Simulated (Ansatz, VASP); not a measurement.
# ZrO2: VASP beside Ansatz

```xyz
6
Lattice="3.6205 0.0000 0.0000 0.0000 3.6205 0.0000 0.0000 0.0000 5.2787" Properties=species:S:1:pos:R:3 pbc="T T T"
Zr    1.8102    1.8102    2.6394
Zr    0.0000    0.0000    0.0000
O     0.0000    1.8102    3.6600
O     1.8102    0.0000    4.2581
O     1.8102    0.0000    1.6187
O     0.0000    1.8102    1.0206
```

Alike in both runs: task single point; functional PBE; k mesh 6 × 6 × 4; occupations gaussian, width 0.02 eV; no spin polarisation.

|  | VASP | Ansatz |
| --- | --- | --- |
| version | VASP 6.6.1 | Ansatz 0.2.0 |
| potentials or method | VASP PAW PBE potentials, release 64 (Zr_sv, O), cutoff 600 eV | scalar-relativistic, plane waves, PAW |
| valence electrons in the cell | 48 | 48 |

|  | VASP | Ansatz | Ansatz less VASP |
| --- | --- | --- | --- |
| gap on the k mesh at the Fermi level (eV) | 4.05 | 4.05 | +0.007 |
| pressure (GPa) | 0.2 | 0.1 | -0.09 |
| traceless stress, the component that is largest in VASP (GPa) | -0.07 | 0.02 | +0.083 |
| rms of the force components (eV/Å) | 0.006 | 0.004 | -0.0018 |

Atom by atom the forces differ by 0.010 eV/Å (rms over components).
